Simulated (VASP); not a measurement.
AlNi3, 4 atoms in the cell. It takes space group Fm-3m (No. 225, cubic). The conventional cell has a = 5.489 Å, b = 5.489 Å, c = 5.489 Å, α = 90.00°, β = 90.00°, γ = 90.00°. Ni (site symmetry -43m) has 10 Ni at 2.38 to 2.74 Å and 4 Al at 2.38 Å within 3.1 Å. Within 3.1 Å of Ni (site symmetry m-3m) lie 8 Ni at 2.38 Å and 6 Al at 2.74 Å. Within 3.1 Å of Al (site symmetry m-3m) lie 14 Ni at 2.38 to 2.74 Å. 

| Item | Value |
| --- | --- |
| Program | VASP 6.6.1 |
| Task | single point |
| Functional | r2SCAN |
| Potentials or basis | VASP PAW PBE potentials, release 64 (Ni, Al) |
| Cutoff | 520 eV |
| k mesh | 8 × 8 × 8 |
| Occupations | fermi-dirac, width 0.05 eV |
| Spin | collinear spin, ferromagnetic start |
| Starting moments | [1.0, 1.0, 1.0, 0.0] μB |
| Dipole correction | no |
| Further INCAR settings | ALGO = Normal; EDIFF = 1e-06; NBANDS = 28 |

Potentials or basis: VASP PAW PBE potentials, release 64 (Ni, Al).

Command:

```sh
$ cat potpaw_PBE.64/Ni/POTCAR potpaw_PBE.64/Al/POTCAR > POTCAR
$ cp INCAR.step1 INCAR
$ mpirun -np 1 vasp_std > vasp.out
$ cp INCAR.step2 INCAR
$ mpirun -np 1 vasp_std > vasp.out
```

Hardware: 1 thread of Intel(R) Xeon(R) 6975P-C (Granite Rapids), on a shared host.

How long does it take, and how much memory?

Run time: 3 min on 1 thread of Intel(R) Xeon(R) 6975P-C (Granite Rapids), with other jobs on the host, peak memory 0.22 GiB. Counts: k points 29.
